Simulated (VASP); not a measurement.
# Ge (R-3m) in VASP: a series of runs

Runs on Ge. Level: PBE. Tasks: single point, relaxation of cell and atoms.

Program: VASP 6.6.1. These are calculated values, not measurements. Logs are shortened: lines on timing, memory, paths and dates and some standing lists are left out, and cuts for length are marked.

## 1. The cell of the first run

The structure is trigonal, space group R-3m (No. 166). Conventional cell: a = 10.722 Å, b = 10.722 Å, c = 3.747 Å, α = 90.00°, β = 90.00°, γ = 120.00°. Within 3.0 Å of Ge (site symmetry m) lie 4 Ge at 2.31 to 2.49 Å.

The cell was generated, and may not be a known phase.

## 2. Single point, PBE

The input, INCAR:

```
PREC = Accurate
ENCUT = 520
EDIFF = 1E-6
ISMEAR = 0
SIGMA = 0.1
LREAL = F
LASPH = T
NELM = 80
ALGO = Normal
ISIF = 2
LWAVE = F
LCHARG = F
GGA = PE
NBANDS = 51
```

The input, KPOINTS:

```
Automatic mesh
0
Gamma
  6 6 6
```

The input, POSCAR:

```
Ge
1.0
    5.3609066200      3.0951208800      1.2489940400
   -5.3609066200      3.0951208800      1.2489940400
    0.0000000000     -6.1902417600      1.2489940400
Ge
6
Direct
    0.8062090300      0.1851480000      0.8062090300
    0.1937909700      0.1937909700      0.8148520000
    0.1851480000      0.8062090300      0.8062090300
    0.8148520000      0.1937909700      0.1937909700
    0.8062090300      0.8062090300      0.1851480000
    0.1937909700      0.8148520000      0.1937909700
```

Potentials or basis: VASP PAW PBE potentials, release 64 (Ge_d).

Launch:

```bash
cat potpaw_PBE.64/Ge_d/POTCAR > POTCAR
mpirun -np 1 vasp_std > vasp.out
```

OUTCAR:

```text
PREC = Accurate
   ENCUT = 520
   EDIFF = 1E-6
   ISMEAR = 0
   LREAL = F
   LASPH = T
   NELM = 80
   ISIF = 2
   GGA = PE

 ion  position               nearest neighbor table
   1  0.806  0.185  0.806-   6 2.31   4 2.40   2 2.40   6 2.49
   2  0.194  0.194  0.815-   5 2.31   3 2.40   1 2.40   5 2.49
   3  0.185  0.806  0.806-   4 2.31   6 2.40   2 2.40   4 2.49
   4  0.815  0.194  0.194-   3 2.31   1 2.40   5 2.40   3 2.49
   5  0.806  0.806  0.185-   2 2.31   4 2.40   6 2.40   2 2.49
   6  0.194  0.815  0.194-   1 2.31   3 2.40   5 2.40   1 2.49

  LATTYP: Found a trigonal (rhomboedric) cell.
 ALAT       =     6.3149884530
 COS(alpha) =    -0.4413231395

  Lattice vectors:

 A1 = (   5.3609066200,   3.0951208800,   1.2489940400)
 A2 = (  -5.3609066200,   3.0951208800,   1.2489940400)
 A3 = (   0.0000000000,  -6.1902417600,   1.2489940400)

Analysis of symmetry for initial positions (statically):
=====================================================================
 Subroutine PRICEL returns:
 Original cell was already a primitive cell.

 Routine SETGRP: Setting up the symmetry group for a
 trigonal (rhombohedral) supercell.

 Subroutine GETGRP returns: Found 12 space group operations
 (whereof 12 operations were pure point group operations)
 out of a pool of 12 trial point group operations.

The static configuration has the point symmetry D_3d.

Analysis of symmetry for dynamics (positions and initial velocities):
=====================================================================
 Subroutine PRICEL returns:
 Original cell was already a primitive cell.

 Routine SETGRP: Setting up the symmetry group for a
 trigonal (rhombohedral) supercell.

 Subroutine GETGRP returns: Found 12 space group operations
 (whereof 12 operations were pure point group operations)
 out of a pool of 12 trial point group operations.

The dynamic configuration has the point symmetry D_3d.

 Subroutine INISYM returns: Found 12 space group operations
 (whereof 12 operations are pure point group operations),
 and found     1 'primitive' translations

----------------------------------------------------------------------------------------

                                     Primitive cell

  volume of cell :     124.3448

  direct lattice vectors                    reciprocal lattice vectors
     5.360906620  3.095120880  1.248994040     0.093267806  0.053848193  0.266881444
    -5.360906620  3.095120880  1.248994040    -0.093267806  0.053848193  0.266881444
     0.000000000 -6.190241760  1.248994040     0.000000000 -0.107696386  0.266881444

  length of vectors
     6.314988453  6.314988453  6.314988453     0.287791968  0.287791968  0.287791968

  position of ions in fractional coordinates (direct lattice)
     0.806209030  0.185148000  0.806209030
     0.193790970  0.193790970  0.814852000
     0.185148000  0.806209030  0.806209030
     0.814852000  0.193790970  0.193790970
     0.806209030  0.806209030  0.185148000
     0.193790970  0.814852000  0.193790970

  ion indices of the primitive-cell ions
   primitive index   ion index
                 1           1
                 2           2
                 3           3
                 4           4
                 5           5
                 6           6

----------------------------------------------------------------------------------------

 KPOINTS: Automatic mesh

Automatic generation of k-mesh.
 Grid dimensions read from file:
 generate k-points for:    6    6    6

 Generating k-lattice:

  Cartesian coordinates                     Fractional coordinates (reciprocal lattice)
     0.015544634  0.008974699  0.044480241     0.166666667 -0.000000000  0.000000000
    -0.015544634  0.008974699  0.044480241    -0.000000000  0.166666667  0.000000000
     0.000000000 -0.017949398  0.044480241     0.000000000  0.000000000  0.166666667

  Length of vectors
     0.047965328  0.047965328  0.047965328

  Shift w.r.t. Gamma in fractional coordinates (k-lattice)
     0.000000000  0.000000000  0.000000000

 Subroutine IBZKPT returns following result:
 ===========================================

 Found     32 irreducible k-points:

 Following reciprocal coordinates:
            Coordinates               Weight
  0.000000  0.000000  0.000000      1.000000
  0.166667 -0.000000  0.000000      6.000000
  0.333333 -0.000000  0.000000      6.000000
  0.500000  0.000000 -0.000000      3.000000
  0.166667  0.166667  0.000000      6.000000
  0.333333  0.166667 -0.000000     12.000000
[... 16 lines left out ...]
  0.500000  0.500000  0.166667      6.000000
 -0.333333  0.500000  0.166667     12.000000
 [... further k-points ...]
   k-points           NKPTS =     32   k-points in BZ     NKDIM =     32   number of bands    NBANDS=     51
   number of dos      NEDOS =    301   number of ions     NIONS =      6
   total plane-waves  NPLWV = 110592
   dimension x,y,z NGX =    48 NGY =   48 NGZ =   48
   dimension x,y,z NGXF=    96 NGYF=   96 NGZF=   96
   ions per type =               6
   NGX,Y,Z   is equivalent  to a cutoff of  12.64, 12.64, 12.64 a.u.
   NGXF,Y,Z  is equivalent  to a cutoff of  25.27, 25.27, 25.27 a.u.
 SYSTEM =  unknown system
   PREC   = accura    normal or accurate (medium, high low for compatibility)
   ISTART =      0    job   : 0-new  1-cont  2-samecut
   ICHARG =      2    charge: 1-file 2-atom 10-const
   ISPIN  =      1    spin polarized calculation?
   LNONCOLLINEAR =      F non collinear calculations
   LSORBIT =      F    spin-orbit coupling
   LASPH  =      T    aspherical Exc in radial PAW
   ENCUT  =  520.0 eV  38.22 Ry    6.18 a.u.  11.74 11.74 11.74*2*pi/ulx,y,z
   NELM   =     80;   NELMIN=  2; NELMDL= -5     # of ELM steps
   EDIFF  = 0.1E-05   stopping-criterion for ELM
   LREAL  =      F    real-space projection
   EDIFFG = 0.1E-04   stopping-criterion for IOM
   NSW    =      0    number of steps for IOM
   IBRION =     -1    ionic relax: 0-MD 1-quasi-New 2-CG
   NFREE  =      0    steps in history (QN), initial steepest desc. (CG)
   ISIF   =      2    stress and relaxation
   ISYM   =      2    0-nonsym 1-usesym 2-fastsym
   POTIM  = 0.5000    time-step for ionic-motion
   TEBEG  =    0.0;   TEEND  =   0.0 temperature during run
   PSTRESS=    0.0 pullay stress
   NELECT =      84.0000    total number of electrons
   NUPDOWN=      -1.0000    fix difference up-down
   EMIN   =  10.00;   EMAX   =-10.00  energy-range for DOS
   EFERMI =   0.00;   METHOD = LEGACY
   ISMEAR =     0;   SIGMA  =   0.10  broadening in eV -4-tet -1-fermi 0-gaus
   EFERMI_NEDOS =   21; number of points for ismear=-14 and -15
   IALGO  =     38    algorithm
   IMIX   =      4    mixing-type and parameters
     AMIX     =   0.40;   BMIX     =  1.00
     AMIX_MAG =   1.60;   BMIX_MAG =  1.00
  volume/ion in A,a.u.               =      20.72       139.85
  Fermi-wavevector in a.u.,A,eV,Ry     =   1.436455  2.714507 28.074312  2.063404
  Thomas-Fermi vector in A             =   2.555642
   LORBIT       =      0    0 simple, 1 ext, 2 COOP (PROOUT), +10 PAW based schemes
   GGA     = PE    functional components
   LHFCALC =     F    Hartree Fock is set to
   AEXX    =    0.0000 exact exchange contribution
   IVDW    =     0    specifies the selected vdW correction
   LEPSILON=     F    determine dielectric tensor
   LRPA    =     F    only Hartree local field effects (RPA)
 non-spin polarized calculation
 Gauss-broadening in eV      SIGMA  =   0.10
  energy-cutoff  :      520.00
  volume of cell :      124.34
 maximum number of plane-waves:      3388
   NGX = 23   NGY = 23   NGZ = 23

 number of electron      84.0000012 magnetization

 Free energy of the ion-electron system (eV)
  ---------------------------------------------------
  ext. energy  EPLUGINS =         0.00000000
  ---------------------------------------------------
  free energy    TOTEN  =       -25.31089448 eV

  energy without entropy =      -25.29616876  energy(sigma->0) =      -25.30353162

 E-fermi :   5.4124     XC(G=0): -10.3803

 val. band max:        5.4119864054   @ k =  -0.3333   0.1667   0.1667
 cond. band min:       5.4474727508   @ k =  -0.3333  -0.3333   0.1667
 fundamental gap:      0.0354863455
 Fermi energy:         5.4124420631

 k-point     1 :       0.0000    0.0000    0.0000
  band No.  band energies     occupation
      1     -19.2410      2.00000
      2     -19.2018      2.00000
      3     -19.2018      2.00000
      4     -19.1875      2.00000
      5     -19.1224      2.00000
      6     -19.1091      2.00000
[... 43 lines left out ...]
     50      11.5650      0.00000
     51      11.5927      0.00000

 k-point     2 :       0.1667   -0.0000    0.0000
  band No.  band energies     occupation
      1     -19.2360      2.00000
      2     -19.2026      2.00000
      3     -19.1986      2.00000
      4     -19.1822      2.00000
      5     -19.1342      2.00000
      6     -19.1327      2.00000
[... 43 lines left out ...]
     50      11.0340      0.00000
     51      11.3905      0.00000

 k-point     3 :       0.3333   -0.0000    0.0000
  band No.  band energies     occupation
      1     -19.2256      2.00000
      2     -19.1992      2.00000
      3     -19.1914      2.00000
      4     -19.1750      2.00000
      5     -19.1492      2.00000
      6     -19.1349      2.00000
[... 43 lines left out ...]
     50      11.1312      0.00000
     51      12.0995      0.00000
[... 1027 lines left out ...]
 k-point    23 :       0.5000    0.5000    0.1667
  band No.  band energies     occupation
      1     -19.2193      2.00000
      2     -19.2180      2.00000
      3     -19.1783      2.00000
      4     -19.1658      2.00000
      5     -19.1350      2.00000
      6     -19.1348      2.00000
[... 43 lines left out ...]
     50      10.9896      0.00000
     51      11.3647      0.00000

 k-point    24 :      -0.3333    0.5000    0.1667
  band No.  band energies     occupation
      1     -19.2204      2.00000
      2     -19.2134      2.00000
      3     -19.1789      2.00000
      4     -19.1664      2.00000
      5     -19.1291      2.00000
      6     -19.1219      2.00000
[... 43 lines left out ...]
     50      11.4130      0.00000
     51      12.3230      0.00000

 [... further k-points ...]
[... 5 lines left out ...]
  --------------------------------------------------------------------------------------
  -------------------------------------------------------------------------------------
  Total        9.6582838      9.6582838      9.1999345      0.0000000     -0.0000000      0.0000000
  in kB      124.4466099    124.4466099    118.5407966      0.0000000     -0.0000000      0.0000000
  external PRESSURE =     122.4780055 kB  Pullay stress =       0.0000000 kB

 VOLUME and BASIS-vectors are now :
 -----------------------------------------------------------------------------
  energy-cutoff  :      520.00
  volume of cell :      124.34
      direct lattice vectors                 reciprocal lattice vectors
     5.360906620  3.095120880  1.248994040     0.093267806  0.053848193  0.266881444
    -5.360906620  3.095120880  1.248994040    -0.093267806  0.053848193  0.266881444
     0.000000000 -6.190241760  1.248994040     0.000000000 -0.107696386  0.266881444

 POSITION                                       TOTAL-FORCE (eV/Angst)
 -----------------------------------------------------------------------------------
      3.32945     -1.92226      2.24515         0.438375     -0.253096     -0.708059
      0.00000     -3.84452      1.50183         0.000000     -0.506191      0.708059
     -3.32945     -1.92226      2.24515        -0.438375     -0.253096     -0.708059
      3.32945      1.92226      1.50183         0.438375      0.253096      0.708059
      0.00000      3.84452      2.24515         0.000000      0.506191     -0.708059
     -3.32945      1.92226      1.50183        -0.438375      0.253096      0.708059
 -----------------------------------------------------------------------------------
    total drift:                                0.000000      0.000000     -0.000000

  FREE ENERGIE OF THE ION-ELECTRON SYSTEM (eV)
  ---------------------------------------------------
  free  energy   TOTEN  =       -25.3108944750 eV

  energy  without entropy=      -25.2961687594  energy(sigma->0) =      -25.30353162
```

It took 6.3 min on 1 thread of Intel Xeon 8259CL, shared host; peak memory 0.38 GiB.

Results:

```
Free energy            : -25.3109 eV
Pressure               : 12.2 GPa
Largest force          : 0.870 eV/Å
Band gap on the k mesh : zero (bands 42 and 43 overlap by 1.44 eV)
```

Forces on the atoms (eV/Å):
```
Ge   0.438 -0.253 -0.708
Ge   0.000 -0.506  0.708
Ge  -0.438 -0.253 -0.708
Ge   0.438  0.253  0.708
Ge   0.000  0.506 -0.708
Ge  -0.438  0.253  0.708
```

Levels at points of the mesh, in eV from the Fermi level:
```
           k point  band 39  band 40  band 41  band 42  band 43  band 44  band 45  band 46
(0.00, 0.00, 0.00)    -1.52     0.12     0.43     0.56     0.56     2.03     2.03     3.60
(0.50, 0.00, 0.00)    -3.16    -2.71    -2.36    -0.83     0.09     1.74     2.67     3.55
(0.50, 0.50, 0.00)    -1.65    -1.26    -1.16    -0.09     1.34     2.06     2.85     2.95
(0.50, 0.50, 0.50)    -2.96    -1.72    -1.72    -1.65    -0.88     2.24     2.24     2.85
```

Caveat: the cell stands under pressure.

## 3. Single point, PBE

This run uses another cell than the first one, of 24.01 Å³/atom.

The input, INCAR:

```
PREC = Accurate
ENCUT = 520
EDIFF = 1E-6
ISMEAR = 0
SIGMA = 0.1
LREAL = False
LASPH = True
NELM = 100
ALGO = Normal
ISIF = 2
LWAVE = False
LCHARG = False
GGA = PE
NBANDS = 51
```

KPOINTS is that of step 2.

The input, POSCAR:

```
Ge
1.0
    5.6880668915      3.2840069510      1.2853646747
   -5.6880668915      3.2840069510      1.2853646747
    0.0000000000     -6.5680139020      1.2853646747
Ge
6
Direct
    0.8082683853      0.1820691423      0.8082683853
    0.1917316147      0.1917316147      0.8179308577
    0.1820691423      0.8082683853      0.8082683853
    0.8179308577      0.1917316147      0.1917316147
    0.8082683853      0.8082683853      0.1820691423
    0.1917316147      0.8179308577      0.1917316147
```

Potentials or basis: VASP PAW PBE potentials, release 64 (Ge_d).

Launch:

```bash
cat potpaw_PBE.64/Ge_d/POTCAR > POTCAR
mpirun -np 1 vasp_std > vasp.out
```

OUTCAR:

```text
PREC = Accurate
   ENCUT = 520
   EDIFF = 1E-6
   ISMEAR = 0
   LREAL = False
   LASPH = True
   NELM = 100
   ISIF = 2
   GGA = PE

 ion  position               nearest neighbor table
   1  0.808  0.182  0.808-   6 2.45   2 2.51   4 2.51   6 2.64
   2  0.192  0.192  0.818-   5 2.45   3 2.51   1 2.51   5 2.64
   3  0.182  0.808  0.808-   4 2.45   2 2.51   6 2.51   4 2.64
   4  0.818  0.192  0.192-   3 2.45   5 2.51   1 2.51   3 2.64
   5  0.808  0.808  0.182-   2 2.45   4 2.51   6 2.51   2 2.64
   6  0.192  0.818  0.192-   1 2.45   5 2.51   3 2.51   1 2.64

  LATTYP: Found a trigonal (rhomboedric) cell.
 ALAT       =     6.6926055437
 COS(alpha) =    -0.4446709107

  Lattice vectors:

 A1 = (   5.6880668915,   3.2840069510,   1.2853646747)
 A2 = (  -5.6880668915,   3.2840069510,   1.2853646747)
 A3 = (   0.0000000000,  -6.5680139020,   1.2853646747)

Analysis of symmetry for initial positions (statically):
=====================================================================
 Subroutine PRICEL returns:
 Original cell was already a primitive cell.

 Routine SETGRP: Setting up the symmetry group for a
 trigonal (rhombohedral) supercell.

[... 171 lines left out ...]
  free energy    TOTEN  =       -26.04518840 eV

  energy without entropy =      -26.03671640  energy(sigma->0) =      -26.04095240

 E-fermi :   3.9723     XC(G=0):  -9.6954

 val. band max:        3.9294225424   @ k =  -0.1667   0.1667   0.1667
 cond. band min:       3.9906273257   @ k =   0.1667  -0.0000   0.0000
 fundamental gap:      0.0612047833
 Fermi energy:         3.9723413883

 k-point     1 :       0.0000    0.0000    0.0000
  band No.  band energies     occupation
      1     -20.4236      2.00000
      2     -20.4003      2.00000
      3     -20.4000      2.00000
      4     -20.4000      2.00000
      5     -20.3536      2.00000
      6     -20.3491      2.00000
[... 1285 lines left out ...]
     50       9.5971      0.00000
     51      10.1966      0.00000

 [... further k-points ...]
[... 5 lines left out ...]
  --------------------------------------------------------------------------------------
  -------------------------------------------------------------------------------------
  Total        0.1715275      0.1715275      0.0184066      0.0000000      0.0000000      0.0000000
  in kB        1.9076468      1.9076468      0.2047092      0.0000000      0.0000000      0.0000000
  external PRESSURE =       1.3400009 kB  Pullay stress =       0.0000000 kB

 VOLUME and BASIS-vectors are now :
 -----------------------------------------------------------------------------
  energy-cutoff  :      520.00
  volume of cell :      144.06
      direct lattice vectors                 reciprocal lattice vectors
     5.688066892  3.284006951  1.285364675     0.087903326  0.050751009  0.259329776
    -5.688066892  3.284006951  1.285364675    -0.087903326  0.050751009  0.259329776
     0.000000000 -6.568013902  1.285364675     0.000000000 -0.101502018  0.259329776

 POSITION                                       TOTAL-FORCE (eV/Angst)
 -----------------------------------------------------------------------------------
      3.56186     -2.05644      2.31186        -0.006548      0.003781     -0.011976
      0.00000     -4.11289      1.54423         0.000000      0.007561      0.011976
     -3.56186     -2.05644      2.31186         0.006548      0.003781     -0.011976
      3.56186      2.05644      1.54423        -0.006548     -0.003781      0.011976
      0.00000      4.11289      2.31186         0.000000     -0.007561     -0.011976
     -3.56186      2.05644      1.54423         0.006548     -0.003781      0.011976
 -----------------------------------------------------------------------------------
    total drift:                                0.000000     -0.000000      0.000000

  FREE ENERGIE OF THE ION-ELECTRON SYSTEM (eV)
  ---------------------------------------------------
  free  energy   TOTEN  =       -26.0451884040 eV

  energy  without entropy=      -26.0367163983  energy(sigma->0) =      -26.04095240
```

stdout:

```text
POSCAR found type information on POSCAR Ge
 POSCAR found :  1 types and       6 ions
 scaLAPACK will be used
 LDA part: xc-table for (Slater+PW92), standard interpolation
 POSCAR, INCAR and KPOINTS ok, starting setup
 FFT: planning ... GRIDC
 FFT: planning ... GRID_SOFT
 FFT: planning ... GRID
 WAVECAR not read
 entering main loop
```

Wall time 9.5 min (1 thread of Intel Xeon 8259CL, shared host); peak memory 0.42 GiB.

Results:

| Quantity | Value |
| --- | --- |
| Free energy | -26.0452 eV |
| Pressure | 0.1 GPa |
| Largest force | 0.014 eV/Å |
| Band gap on the k mesh | zero (bands 42 and 43 overlap by 1.55 eV) |

Forces in eV/Å, atoms in the order of the input:
```
Ge  -0.007  0.004 -0.012
Ge   0.000  0.008  0.012
Ge   0.007  0.004 -0.012
Ge  -0.007 -0.004  0.012
Ge   0.000 -0.008 -0.012
Ge   0.007 -0.004  0.012
```

(Continued in part 2 of 2.)

The gap in the log of VASP goes by the Fermi energy; the results here count the filled bands.